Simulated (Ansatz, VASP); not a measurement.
## TaVN2: VASP beside Ansatz

POSCAR

```
TaVN2
1.0
    3.0700653833      0.0000000000      0.0000000000
    0.0000000000      3.0700653833      0.0000000000
    0.0000000000      0.0000000000      4.3245135709
Ta V N
1 1 2
Direct
    0.0000000000      0.0000000000      0.0000000000
    0.5000000000      0.5000000000      0.5000000000
    0.5000000000      0.5000000000      0.0000000000
    0.0000000000      0.0000000000      0.5000000000
```

INCAR.step1

```
SYSTEM = TaVN2
ALGO     = Normal         ! electronic algorithm
EDIFF    = 1E-4           ! SCF threshold, eV
ENCUT    = 520            ! plane-wave cutoff, eV
GGA      = PE             ! functional
ISMEAR   = -1             ! smearing method
ISPIN    = 2              ! spin polarisation
LASPH    = .TRUE.         ! aspherical terms in the spheres
LCHARG   = .FALSE.        ! write CHGCAR
LMAXMIX  = 4              ! l up to which the mixer works
LREAL    = .FALSE.        ! projectors in reciprocal space
LWAVE    = .TRUE.         ! write WAVECAR
MAGMOM   = 0 2 0 0        ! initial moments
NBANDS   = 29             ! bands
NELM     = 150            ! most SCF steps
PREC     = Accurate       ! precision mode
SIGMA    = 0.05           ! smearing width, eV
```

The input INCAR.step2:

```
SYSTEM = TaVN2
ALGO     = Normal         ! electronic algorithm
EDIFF    = 1E-6           ! SCF threshold, eV
ENCUT    = 520            ! plane-wave cutoff, eV
ISIF     = 2              ! what is computed and relaxed
ISMEAR   = -1             ! smearing method
ISPIN    = 2              ! spin polarisation
ISTART   = 1            
LASPH    = .TRUE.         ! aspherical terms in the spheres
LCHARG   = .FALSE.        ! write CHGCAR
LMAXMIX  = 4              ! l up to which the mixer works
LMIXTAU  = .TRUE.       
LORBIT   = 11             ! projections on sites
LREAL    = .FALSE.        ! projectors in reciprocal space
LWAVE    = .FALSE.        ! write WAVECAR
MAGMOM   = 0 2 0 0        ! initial moments
METAGGA  = R2SCAN         ! meta-GGA
NBANDS   = 29             ! bands
NELM     = 150            ! most SCF steps
PREC     = Accurate       ! precision mode
SIGMA    = 0.05           ! smearing width, eV
```

The input KPOINTS:

```
k-points
0
G
  9 9 6
  0 0 0
```

input.yaml

```yaml
crystal:
  lattice:
    - [3.0700653833, 0.0, 0.0]
    - [0.0, 3.0700653833, 0.0]
    - [0.0, 0.0, 4.3245135709]
  atoms:
    - { symbol: Ta, position: [0.0, 0.0, 0.0] }
    - { symbol: V, position: [0.5, 0.5, 0.5], spin: 2.0 }
    - { symbol: "N", position: [0.5, 0.5, 0.0] }
    - { symbol: "N", position: [0.0, 0.0, 0.5] }
hamiltonian:
  xc: r2scan
  pseudopotentials: { kind: paw }
magnetization:
  spin_polarized: true
kpoints:
  mp_grid: { grid: [9, 9, 6] }
scf:
  occupations: { method: fermi_dirac, width: 0.05 }
output:
  forces: true
  stress: true
  eigenvalues: true
  write_density: true
  write_potential: true
  elf: true
  volumetric_format: npy
```

Alike in both runs: task single point; functional r2SCAN; k mesh 9 × 9 × 6; occupations fermi-dirac, width 0.05 eV; collinear spin.

|  | VASP | Ansatz |
| --- | --- | --- |
| version | VASP 6.6.1 | Ansatz 0.2.0 |
| potentials or method | VASP PAW PBE potentials, release 64 (Ta_pv, V_sv, N) | Ansatz PAW |
| plane-wave cutoff (eV) | 520 | 500 |
| valence electrons in the cell | 34 | 36 |

|  | VASP | Ansatz | Ansatz less VASP |
| --- | --- | --- | --- |
| gap on the k mesh at the Fermi level (eV) | none | none | - |
| pressure (GPa) | -2.8 | -4.3 | -1.41 |
| traceless stress, the component that is largest in VASP (GPa) | -2.90 | -3.29 | -0.396 |
| net moment per atom (μB) | 0.52 | 0.52 | +0.005 |
| size of the moment on the site where the two differ most (μB) | 1.98 | 1.72 | -0.262 |

VASP's potentials were made for PBE, not for r2SCAN. Site moments also hang on the region over which each program counts them. A gap of «none» marks a metal or a gap that the smearing closes. VASP's potentials hold 34 valence electrons a cell and Ansatz's 36, so a difference there can come from the potentials and not from the codes.

Spin-orbit coupling is off throughout. Noted on Ansatz's run: the magnetic or orbital state may not be the lowest.
